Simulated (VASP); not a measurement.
# Hf2B3 (Pm-3m) in VASP: notebook, part 2 of 2

VASP 6.6.1. The steps go on from the part before.

### 3 Relaxation of cell and atoms, PBE

This run uses another cell than the first one, of 12.82 Å³/atom, 0.881 times its volume.

File INCAR:

```
SYSTEM = Hf2B3
PREC = Accurate
ENCUT = 600
EDIFF = 1E-6
ISMEAR = 0
SIGMA = 0.1
LREAL = .FALSE.
LASPH = .TRUE.
NELM = 80
ALGO = Normal
ISIF = 3
LWAVE = .FALSE.
LCHARG = .FALSE.
GGA = PE
IBRION = 2
NSW = 90
EDIFFG = -0.04
```

File KPOINTS:

```
regular mesh
0
G
  4 4 4
  0 0 0
```

File POSCAR:

```
Hf2B3
1.0
    4.0025589100      0.0000000000      0.0000000000
    0.0000000000      4.0025589100      0.0000000000
    0.0000000000      0.0000000000      4.0025589100
Hf B
2 3
Direct
    0.0000000000      0.0000000000      0.0000000000
    0.5000000000      0.5000000000      0.5000000000
    0.5000000000      0.0000000000      0.0000000000
    0.0000000000      0.5000000000      0.0000000000
    0.0000000000      0.0000000000      0.5000000000
```

Potentials or basis: VASP PAW PBE potentials, release 64 (Hf_pv, B).

The run is started by

```bash
> cat potpaw_PBE.64/Hf_pv/POTCAR potpaw_PBE.64/B/POTCAR > POTCAR
> mpirun -np 1 vasp_std > vasp.out
```

OUTCAR:

```text
SYSTEM = Hf2B3
   PREC = Accurate
   ENCUT = 600
   EDIFF = 1E-6
   ISMEAR = 0
   LREAL = .FALSE.
   LASPH = .TRUE.
   NELM = 80
   ISIF = 3
   GGA = PE
   IBRION = 2
   NSW = 90
   EDIFFG = -0.04

 ion  position               nearest neighbor table
   1  0.000  0.000  0.000-   3 2.00   4 2.00   5 2.00   5 2.00   4 2.00   3 2.00   2 3.47   2 3.47
                             2 3.47   2 3.47   2 3.47   2 3.47   2 3.47   2 3.47
   2  0.500  0.500  0.500-   3 2.83   4 2.83   5 2.83   3 2.83   4 2.83   3 2.83   5 2.83   3 2.83
                             4 2.83   5 2.83   4 2.83   5 2.83   1 3.47   1 3.47   1 3.47   1 3.47
   3  0.500  0.000  0.000-   1 2.00   1 2.00   2 2.83   2 2.83   2 2.83   2 2.83
   4  0.000  0.500  0.000-   1 2.00   1 2.00   2 2.83   2 2.83   2 2.83   2 2.83
   5  0.000  0.000  0.500-   1 2.00   1 2.00   2 2.83   2 2.83   2 2.83   2 2.83

  LATTYP: Found a simple cubic cell.
 ALAT       =     4.0025589100

  Lattice vectors:

 A1 = (   4.0025589100,   0.0000000000,   0.0000000000)
 A2 = (   0.0000000000,   4.0025589100,   0.0000000000)
 A3 = (   0.0000000000,   0.0000000000,   4.0025589100)

Analysis of symmetry for initial positions (statically):
=====================================================================
 Subroutine PRICEL returns:
 Original cell was already a primitive cell.

 Routine SETGRP: Setting up the symmetry group for a
 simple cubic supercell.
[... 151 lines left out ...]

 number of electron      28.9999993 magnetization

 Free energy of the ion-electron system (eV)
  ---------------------------------------------------
  ext. energy  EPLUGINS =         0.00000000
  ---------------------------------------------------
  free energy    TOTEN  =       -34.19159316 eV

  energy without entropy =      -34.17796893  energy(sigma->0) =      -34.18478105

------------------------ aborting loop because EDIFF is reached ----------------------------------------

  FORCE on cell =-STRESS in cart. coord.  units (eV):
  Direction    XX          YY          ZZ          XY          YZ          ZX
  --------------------------------------------------------------------------------------
  -------------------------------------------------------------------------------------
  Total        8.0089815      8.0089815      8.0089815      0.0000000      0.0000000      0.0000000
  in kB      200.1127103    200.1127103    200.1127103      0.0000000      0.0000000      0.0000000
  external PRESSURE =     200.1127103 kB  Pullay stress =       0.0000000 kB
[... 65 lines left out ...]
--------------------------------------- Ionic step        3  -------------------------------------------

 number of electron      28.9999997 magnetization

 Free energy of the ion-electron system (eV)
  ---------------------------------------------------
  ext. energy  EPLUGINS =         0.00000000
  ---------------------------------------------------
  free energy    TOTEN  =       -34.73507782 eV

  energy without entropy =      -34.72245265  energy(sigma->0) =      -34.72876524

 E-fermi :   4.3308     XC(G=0): -10.9736

 val. band max:        3.9667803643   @ k =   0.5000   0.5000   0.2500
 cond. band min:       4.3428971392   @ k =   0.5000   0.2500   0.2500
 fundamental gap:      0.3761167748
 Fermi energy:         4.3307841785

 k-point     1 :       0.0000    0.0000    0.0000
  band No.  band energies     occupation
      1     -27.8548      2.00000
      2     -27.8548      2.00000
      3     -27.8548      2.00000
      4     -24.5662      2.00000
      5     -24.5662      2.00000
      6     -24.5662      2.00000
[... 231 lines left out ...]
  FREE ENERGIE OF THE ION-ELECTRON SYSTEM (eV)
  ---------------------------------------------------
  free  energy   TOTEN  =       -34.7350778222 eV

  energy  without entropy=      -34.7224526541  energy(sigma->0) =      -34.72876524

 reached required accuracy - stopping structural energy minimisation
```

OSZICAR:

```text
N       E                     dE             d eps       ncg     rms          rms(c)
DAV:   1     0.108897498732E+03    0.10890E+03   -0.16454E+04   360   0.166E+03
DAV:   2    -0.337643506437E+02   -0.14266E+03   -0.13918E+03   462   0.341E+02
DAV:   3    -0.394866805837E+02   -0.57223E+01   -0.55015E+01   464   0.465E+01
[... 30 lines left out ...]
DAV:   6    -0.347351274803E+02    0.62296E-03   -0.77245E-03   454   0.380E-01    0.168E-01
DAV:   7    -0.347350915711E+02    0.35909E-04   -0.67798E-04   482   0.125E-01    0.153E-01
DAV:   8    -0.347350821010E+02    0.94702E-05   -0.17301E-05   452   0.210E-02    0.104E-01
DAV:   9    -0.347350781631E+02    0.39378E-05   -0.32327E-05   490   0.242E-02    0.284E-02
DAV:  10    -0.347350778222E+02    0.34093E-06   -0.84372E-07   234   0.668E-03
   3 F= -.34735078E+02 E0= -.34728765E+02  d E =-.543485E+00
```

CONTCAR:

```text
Hf2B3
   1.00000000000000
     4.1933760382320653    0.0000000000000000    0.0000000000000000
     0.0000000000000000    4.1933760382320653    0.0000000000000000
    -0.0000000000000000    0.0000000000000000    4.1933760382320653
  Hf              B
     2     3
Direct
     0.0000000000000000    0.0000000000000000    0.0000000000000000
     0.5000000000000000    0.5000000000000000    0.5000000000000000
     0.5000000000000000    0.0000000000000000    0.0000000000000000
     0.0000000000000000    0.5000000000000000    0.0000000000000000
     0.0000000000000000    0.0000000000000000    0.5000000000000000

  0.00000000E+00  0.00000000E+00  0.00000000E+00
  0.00000000E+00  0.00000000E+00  0.00000000E+00
  0.00000000E+00  0.00000000E+00  0.00000000E+00
  0.00000000E+00  0.00000000E+00  0.00000000E+00
  0.00000000E+00  0.00000000E+00  0.00000000E+00
```

It took 69 s on 1 thread of AMD EPYC 7R13, shared host; peak memory 0.16 GiB.

What came out:

```yaml
Free_energy: -34.7351 eV
Relaxed_volume: 14.75 Å³/atom
Relaxed_cell: a = 4.193 Å, b = 4.193 Å, c = 4.193 Å, α = 90.00°, β = 90.00°, γ = 90.00°
Space_group_after_relaxing_to_0.05_Å: Pm-3m (No. 221)
Energy_gained_by_relaxing: 108.7 meV/atom
Ionic_steps: 3
Pressure_after_relaxing: -0.1 GPa
```

Step by step:
```
step  energy change (eV)  largest force (eV/Å)  pressure (GPa)  volume (Å³)
   1              0.0000                0.0000           20.01        64.12
   2             -0.3650                0.0000           -8.21        80.17
   3             -0.5435                0.0000           -0.13        73.74
```

Final structure:
```yaml
crystal:
  lattice:
    - [4.19338, 0.00000, 0.00000]
    - [0.00000, 4.19338, 0.00000]
    - [0.00000, 0.00000, 4.19338]
  atoms:
    - { symbol: Hf, position: [0.00000, 0.00000, 0.00000] }
    - { symbol: Hf, position: [0.50000, 0.50000, 0.50000] }
    - { symbol: B, position: [0.50000, 0.00000, 0.00000] }
    - { symbol: B, position: [0.00000, 0.50000, 0.00000] }
    - { symbol: B, position: [0.00000, 0.00000, 0.50000] }
```

Caveat: the k points lie up to 0.37 Å⁻¹ apart in the final cell; spin-orbit coupling is left out, which moves the levels of the heavy elements.
